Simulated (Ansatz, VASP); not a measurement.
## Two plane-wave programs on Ti

```
CELL_PARAMETERS angstrom
0.00000 2.79122 2.79122
2.79122 0.00000 2.79122
2.79122 2.79122 0.00000
ATOMIC_POSITIONS crystal
Ti 0.87500 0.87500 0.87500
Ti 0.12500 0.12500 0.12500
```

Alike in both runs: task relaxation of cell and atoms; functional PBE; k mesh 12 × 12 × 12; occupations fermi-dirac, width 0.08 eV; no spin polarisation.

```csv
,VASP,Ansatz
version,VASP 6.6.1,Ansatz 0.2.0
potentials or method,"VASP PAW PBE potentials, release 64 (Ti_sv)","PAW with Ansatz's default frozen-core files, scalar-relativistic"
plane-wave cutoff (eV),600,420
valence electrons in the cell,24,24
```

VASP gave:

* relaxed volume (Å³/atom): 23.07
* relaxed cell length with the largest relative difference (Å): 4.026

Question: What did Ansatz give for the same quantities?

Answer: Relaxed volume (Å³/atom): 23.01; relaxed cell length with the largest relative difference (Å): 4.022.
